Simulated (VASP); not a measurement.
# Al3BP4 (I-42m) in VASP: relaxation of cell and atoms with PBE

Aim: the relaxation of cell and atoms of Al3BP4 with PBE.

Everything below comes from runs of VASP 6.6.1. Logs are shortened: lines on timing, memory, paths and dates and some standing lists are left out, and cuts for length are marked.

**1. The cell of the first run**

The structure is tetragonal, space group I-42m (No. 121). Conventional cell: a = 5.284 Å, b = 5.284 Å, c = 10.466 Å, α = 90.00°, β = 90.00°, γ = 90.00°. Within 3.1 Å of Al (site symmetry -4) lie 4 P at 2.36 Å. Al (site symmetry -42m) has 4 P at 2.42 Å within 3.2 Å. Within 2.7 Å of B (site symmetry -42m) lie 4 P at 2.02 Å. Within 2.7 Å of P (site symmetry m) lie 1 B at 2.02 Å and 3 Al at 2.36 to 2.42 Å.

**2. Relaxation of cell and atoms, PBE**

Input file INCAR:

```
  PREC = Accurate
  ENCUT = 600
  EDIFF = 1E-6
  ISMEAR = 0
  SIGMA = 0.02
  LREAL = False
  LASPH = True
  NELM = 100
  ALGO = Normal
  ISIF = 3
  LWAVE = False
  LCHARG = False
  GGA = PE
  IBRION = 2
  NSW = 100
  EDIFFG = -0.01
```

Input file KPOINTS:

```
Automatic mesh
0
Gamma
  8 8 8
```

Input file POSCAR:

```
Al3BP4
1.0
   -2.6418918173      2.6418918173      5.2327997162
    2.6418918173     -2.6418918173      5.2327997162
    2.6418918173      2.6418918173     -5.2327997162
Al B P
3 1 4
Direct
    0.7500000000      0.2500000000      0.5000000000
    0.0000000000      0.0000000000      0.0000000000
    0.2500000000      0.7500000000      0.5000000000
    0.5000000000      0.5000000000      0.0000000000
    0.8326827471      0.3950013369      0.0000000000
    0.1673172529      0.1673172529      0.5623185897
    0.3950013369      0.8326827471      0.0000000000
    0.6049986631      0.6049986631      0.4376814103
```

Potentials or basis: VASP PAW PBE potentials, release 64 (Al, B, P).

Launch:

```sh
> cat potpaw_PBE.64/Al/POTCAR potpaw_PBE.64/B/POTCAR potpaw_PBE.64/P/POTCAR > POTCAR
> mpirun -np 1 vasp_std > vasp.out
```

OUTCAR:

```text
PREC = Accurate
   ENCUT = 600
   EDIFF = 1E-6
   ISMEAR = 0
   LREAL = False
   LASPH = True
   NELM = 100
   ISIF = 3
   GGA = PE
   IBRION = 2
   NSW = 100
   EDIFFG = -0.01

 ion  position               nearest neighbor table
   1  0.750  0.250  0.500-   8 2.36   5 2.36   7 2.36   6 2.36
   2  0.000  0.000  0.000-   6 2.42   8 2.42   7 2.42   5 2.42
   3  0.250  0.750  0.500-   8 2.36   7 2.36   5 2.36   6 2.36
   4  0.500  0.500  0.000-   6 2.02   5 2.02   7 2.02   8 2.02
   5  0.833  0.395  0.000-   4 2.02   1 2.36   3 2.36   2 2.42
   6  0.167  0.167  0.562-   4 2.02   3 2.36   1 2.36   2 2.42
   7  0.395  0.833  0.000-   4 2.02   3 2.36   1 2.36   2 2.42
   8  0.605  0.605  0.438-   4 2.02   3 2.36   1 2.36   2 2.42

  LATTYP: Found a body centered tetragonal cell.
 ALAT       =     5.2837836346
 C/A-ratio  =     1.9807017388

  Lattice vectors:

 A1 = (  -2.6418918173,   2.6418918173,   5.2327997162)
 A2 = (   2.6418918173,  -2.6418918173,   5.2327997162)
 A3 = (   2.6418918173,   2.6418918173,  -5.2327997162)

Analysis of symmetry for initial positions (statically):
=====================================================================
 Subroutine PRICEL returns:
 Original cell was already a primitive cell.

 Routine SETGRP: Setting up the symmetry group for a
 body centered tetragonal supercell.

 Subroutine GETGRP returns: Found  8 space group operations
 (whereof  8 operations were pure point group operations)
 out of a pool of 16 trial point group operations.

The static configuration has the point symmetry D_2d.

Analysis of symmetry for dynamics (positions and initial velocities):
=====================================================================
 Subroutine PRICEL returns:
 Original cell was already a primitive cell.

 Routine SETGRP: Setting up the symmetry group for a
 body centered tetragonal supercell.

 Subroutine GETGRP returns: Found  8 space group operations
 (whereof  8 operations were pure point group operations)
 out of a pool of 16 trial point group operations.

The dynamic configuration has the point symmetry D_2d.

 Subroutine INISYM returns: Found  8 space group operations
 (whereof  8 operations are pure point group operations),
 and found     1 'primitive' translations

----------------------------------------------------------------------------------------

                                     Primitive cell

  volume of cell :     146.0912

  direct lattice vectors                    reciprocal lattice vectors
    -2.641891817  2.641891817  5.232799716     0.000000000  0.189258317  0.095551144
     2.641891817 -2.641891817  5.232799716     0.189258317  0.000000000  0.095551144
     2.641891817  2.641891817 -5.232799716     0.189258317  0.189258317  0.000000000

  length of vectors
     6.429726092  6.429726092  6.429726092     0.212011160  0.212011160  0.267651679

  position of ions in fractional coordinates (direct lattice)
     0.750000000  0.250000000  0.500000000
     0.000000000  0.000000000  0.000000000
     0.250000000  0.750000000  0.500000000
     0.500000000  0.500000000  0.000000000
     0.832682747  0.395001337  0.000000000
     0.167317253  0.167317253  0.562318590
     0.395001337  0.832682747  0.000000000
     0.604998663  0.604998663  0.437681410

  ion indices of the primitive-cell ions
   primitive index   ion index
                 1           1
                 2           2
                 3           3
                 4           4
                 5           5
                 6           6
                 7           7
                 8           8

----------------------------------------------------------------------------------------

 KPOINTS: Automatic mesh

Automatic generation of k-mesh.
 Grid dimensions read from file:
 generate k-points for:    8    8    8

 Generating k-lattice:

  Cartesian coordinates                     Fractional coordinates (reciprocal lattice)
     0.000000000  0.023657290  0.011943893     0.125000000  0.000000000  0.000000000
[... 43 lines left out ...]
   total plane-waves  NPLWV = 157464
   dimension x,y,z NGX =    54 NGY =   54 NGZ =   54
   dimension x,y,z NGXF=   108 NGYF=  108 NGZF=  108
   ions per type =               3   1   4
   NGX,Y,Z   is equivalent  to a cutoff of  13.96, 13.96, 13.96 a.u.
   NGXF,Y,Z  is equivalent  to a cutoff of  27.92, 27.92, 27.92 a.u.
 SYSTEM =  unknown system
   PREC   = accura    normal or accurate (medium, high low for compatibility)
   ISTART =      0    job   : 0-new  1-cont  2-samecut
   ICHARG =      2    charge: 1-file 2-atom 10-const
   ISPIN  =      1    spin polarized calculation?
   LNONCOLLINEAR =      F non collinear calculations
   LSORBIT =      F    spin-orbit coupling
   LASPH  =      T    aspherical Exc in radial PAW
   ENCUT  =  600.0 eV  44.10 Ry    6.64 a.u.  12.84 12.84 12.84*2*pi/ulx,y,z
   NELM   =    100;   NELMIN=  2; NELMDL= -5     # of ELM steps
   EDIFF  = 0.1E-05   stopping-criterion for ELM
   LREAL  =      F    real-space projection
   EDIFFG = -.1E-01   stopping-criterion for IOM
   NSW    =    100    number of steps for IOM
   IBRION =      2    ionic relax: 0-MD 1-quasi-New 2-CG
   NFREE  =      1    steps in history (QN), initial steepest desc. (CG)
   ISIF   =      3    stress and relaxation
   ISYM   =      2    0-nonsym 1-usesym 2-fastsym
   POTIM  = 0.5000    time-step for ionic-motion
   TEBEG  =    0.0;   TEEND  =   0.0 temperature during run
   PSTRESS=    0.0 pullay stress
   NELECT =      32.0000    total number of electrons
   NUPDOWN=      -1.0000    fix difference up-down
   EMIN   =  10.00;   EMAX   =-10.00  energy-range for DOS
   EFERMI =   0.00;   METHOD = LEGACY
   ISMEAR =     0;   SIGMA  =   0.02  broadening in eV -4-tet -1-fermi 0-gaus
   EFERMI_NEDOS =   21; number of points for ismear=-14 and -15
   IALGO  =     38    algorithm
   IMIX   =      4    mixing-type and parameters
     AMIX     =   0.40;   BMIX     =  1.00
     AMIX_MAG =   1.60;   BMIX_MAG =  1.00
  volume/ion in A,a.u.               =      18.26       123.23
  Fermi-wavevector in a.u.,A,eV,Ry     =   0.986848  1.864872 13.250282  0.973868
  Thomas-Fermi vector in A             =   2.118258
   LORBIT       =      0    0 simple, 1 ext, 2 COOP (PROOUT), +10 PAW based schemes
   GGA     = PE    functional components
   LHFCALC =     F    Hartree Fock is set to
   AEXX    =    0.0000 exact exchange contribution
   IVDW    =     0    specifies the selected vdW correction
   LEPSILON=     F    determine dielectric tensor
   LRPA    =     F    only Hartree local field effects (RPA)
 conjugate gradient relaxation of ions
 non-spin polarized calculation
 Gauss-broadening in eV      SIGMA  =   0.02
  energy-cutoff  :      600.00
  volume of cell :      146.09
 maximum number of plane-waves:      4920
 NGX is ok and might be reduce to    54
   NGX = 25   NGY = 25   NGZ = 25

--------------------------------------- Ionic step        1  -------------------------------------------

 number of electron      32.0000000 magnetization

 Free energy of the ion-electron system (eV)
  ---------------------------------------------------
  ext. energy  EPLUGINS =         0.00000000
  ---------------------------------------------------
  free energy    TOTEN  =       -43.15264188 eV

  energy without entropy =      -43.15264188  energy(sigma->0) =      -43.15264188

------------------------ aborting loop because EDIFF is reached ----------------------------------------

  FORCE on cell =-STRESS in cart. coord.  units (eV):
  Direction    XX          YY          ZZ          XY          YZ          ZX
  --------------------------------------------------------------------------------------
  -------------------------------------------------------------------------------------
  Total       -0.0812062     -0.0812062      0.0559232      0.0000000     -0.0000000      0.0000000
  in kB       -0.8905853     -0.8905853      0.6133078      0.0000000     -0.0000000      0.0000000
  external PRESSURE =      -0.3892876 kB  Pullay stress =       0.0000000 kB

 VOLUME and BASIS-vectors are now :
 -----------------------------------------------------------------------------
  energy-cutoff  :      600.00
  volume of cell :      146.09
      direct lattice vectors                 reciprocal lattice vectors
    -2.641891817  2.641891817  5.232799716     0.000000000  0.189258317  0.095551144
     2.641891817 -2.641891817  5.232799716     0.189258317  0.000000000  0.095551144
     2.641891817  2.641891817 -5.232799716     0.189258317  0.189258317  0.000000000

 POSITION                                       TOTAL-FORCE (eV/Angst)
 -----------------------------------------------------------------------------------
     -0.00000      2.64189      2.61640         0.000000      0.000000     -0.000000
      0.00000      0.00000      0.00000         0.000000      0.000000     -0.000000
      2.64189     -0.00000      2.61640         0.000000     -0.000000     -0.000000
      0.00000      0.00000      5.23280         0.000000      0.000000     -0.000000
     -1.15631      1.15631      6.42422         0.011771     -0.011771      0.020577
      1.48558      1.48558     -1.19143         0.011771      0.011771     -0.020577
      1.15631     -1.15631      6.42422        -0.011771      0.011771      0.020577
      1.15631      1.15631      4.04137        -0.011771     -0.011771     -0.020577
 -----------------------------------------------------------------------------------
    total drift:                               -0.000000     -0.000000      0.000000

  FREE ENERGIE OF THE ION-ELECTRON SYSTEM (eV)
  ---------------------------------------------------
  free  energy   TOTEN  =       -43.1526418810 eV

  energy  without entropy=      -43.1526418810  energy(sigma->0) =      -43.15264188

--------------------------------------- Ionic step        2  -------------------------------------------

 number of electron      32.0000000 magnetization

 Free energy of the ion-electron system (eV)
  ---------------------------------------------------
  ext. energy  EPLUGINS =         0.00000000
  ---------------------------------------------------
  free energy    TOTEN  =       -43.15279756 eV

  energy without entropy =      -43.15279756  energy(sigma->0) =      -43.15279756

 E-fermi :   5.3439     XC(G=0):  -9.5205

 val. band max:        5.2157097585   @ k =   0.0000   0.0000   0.0000
 cond. band min:       6.3467596154   @ k =   0.0000   0.0000   0.0000
 fundamental gap:      1.1310498570
 Fermi energy:         5.3438889875

 k-point     1 :       0.0000    0.0000    0.0000
  band No.  band energies     occupation
      1      -7.3525      2.00000
      2      -4.3885      2.00000
      3      -4.2641      2.00000
      4      -4.2641      2.00000
      5      -2.0570      2.00000
      6      -0.0019      2.00000
[... 565 lines left out ...]
     20       9.1842      0.00000
     21       9.3543      0.00000

 [... further k-points ...]

------------------------ aborting loop because EDIFF is reached ----------------------------------------

  FORCE on cell =-STRESS in cart. coord.  units (eV):
  Direction    XX          YY          ZZ          XY          YZ          ZX
  --------------------------------------------------------------------------------------
  -------------------------------------------------------------------------------------
  Total       -0.0044683     -0.0044683      0.0642664      0.0000000      0.0000000      0.0000000
  in kB       -0.0490350     -0.0490350      0.7052603      0.0000000      0.0000000      0.0000000
  external PRESSURE =       0.2023968 kB  Pullay stress =       0.0000000 kB

 VOLUME and BASIS-vectors are now :
 -----------------------------------------------------------------------------
  energy-cutoff  :      600.00
  volume of cell :      146.00
      direct lattice vectors                 reciprocal lattice vectors
    -2.640598082  2.640598082  5.234564402     0.000000000  0.189351043  0.095518932
     2.640598082 -2.640598082  5.234564402     0.189351043  0.000000000  0.095518932
     2.640598082  2.640598082 -5.234564402     0.189351043  0.189351043  0.000000000

 POSITION                                       TOTAL-FORCE (eV/Angst)
 -----------------------------------------------------------------------------------
      0.00000      2.64060      2.61728         0.000000     -0.000000     -0.000000
      0.00000      0.00000     10.46913         0.000000     -0.000000     -0.000000
      2.64060      0.00000      2.61728         0.000000     -0.000000     -0.000000
      0.00000      0.00000      5.23456         0.000000     -0.000000     -0.000000
     -1.15517      1.15517      6.42738         0.006036     -0.006036      0.004941
      1.48542      1.48542     -1.19282         0.006036      0.006036     -0.004941
      1.15517     -1.15517      6.42738        -0.006036      0.006036      0.004941
      1.15517      1.15517      4.04174        -0.006036     -0.006036     -0.004941
 -----------------------------------------------------------------------------------
    total drift:                               -0.000000     -0.000000      0.000000

  FREE ENERGIE OF THE ION-ELECTRON SYSTEM (eV)
  ---------------------------------------------------
  free  energy   TOTEN  =       -43.1527975566 eV

  energy  without entropy=      -43.1527975566  energy(sigma->0) =      -43.15279756

 reached required accuracy - stopping structural energy minimisation
```

Wall time 5 min (1 thread of AMD EPYC 9R45 (Zen 5), shared host); peak memory 0.48 GiB.

Results:

* Free energy: -43.1528 eV
* Relaxed volume: 18.25 Å³/atom
* Relaxed cell: a = 6.430 Å, b = 6.430 Å, c = 6.430 Å, α = 131.51°, β = 131.51°, γ = 71.01°
* Space group after relaxing (to 0.1 Å): I-42m (No. 121)
* Energy gained by relaxing: 0.0 meV/atom
* Ionic steps: 2
* Pressure after relaxing: 0.0 GPa
* Largest force after relaxing: 0.010 eV/Å
* Band gap on the k mesh: 1.13 eV

Forces in eV/Å, atoms in the order of the input:
```
Al   0.000  0.000  0.000
Al   0.000  0.000  0.000
Al   0.000  0.000  0.000
B    0.000  0.000  0.000
P    0.006 -0.006  0.005
P    0.006  0.006 -0.005
P   -0.006  0.006  0.005
P   -0.006 -0.006 -0.005
```

Step by step:
```tsv
step	energy change (eV)	largest force (eV/Å)	pressure (GPa)	volume (Å³)
1	0.0000	0.0265	-0.04	146.09
2	-0.0002	0.0099	0.02	146.00
```

Final structure:
```xyz
8
Lattice="-2.6406 2.6406 5.2346 2.6406 -2.6406 5.2346 2.6406 2.6406 -5.2346" Properties=species:S:1:pos:R:3 pbc="T T T"
Al    0.0000    2.6406    2.6173
Al    0.0000    0.0000   10.4691
Al    2.6406    0.0000    2.6173
B     0.0000    0.0000    5.2346
P    -1.1552    1.1552    6.4274
P     1.4854    1.4854   -1.1928
P     1.1552   -1.1552    6.4274
P     1.1552    1.1552    4.0417
```

Levels at points of the mesh, in eV from the valence-band top:
```
           k point  band 12  band 13  band 14  band 15  band 16  band 17  band 18  band 19  band 20  band 21
(0.00, 0.00, 0.00)    -2.30    -2.30    -0.12     0.00     0.00     1.13     1.85     3.58     3.61     3.61
(0.50, 0.00, 0.00)    -2.13    -1.95    -1.85    -1.23    -0.98     3.02     3.31     3.84     3.87     4.00
(0.50, 0.50, 0.00)    -1.30    -1.21    -0.88    -0.73    -0.58     1.88     3.07     3.12     3.88     4.00
(0.50, 0.50, 0.50)    -2.20    -1.68    -1.68    -1.21    -1.21     1.53     1.53     1.89     2.25     2.49
```

A k mesh can miss the band edges.
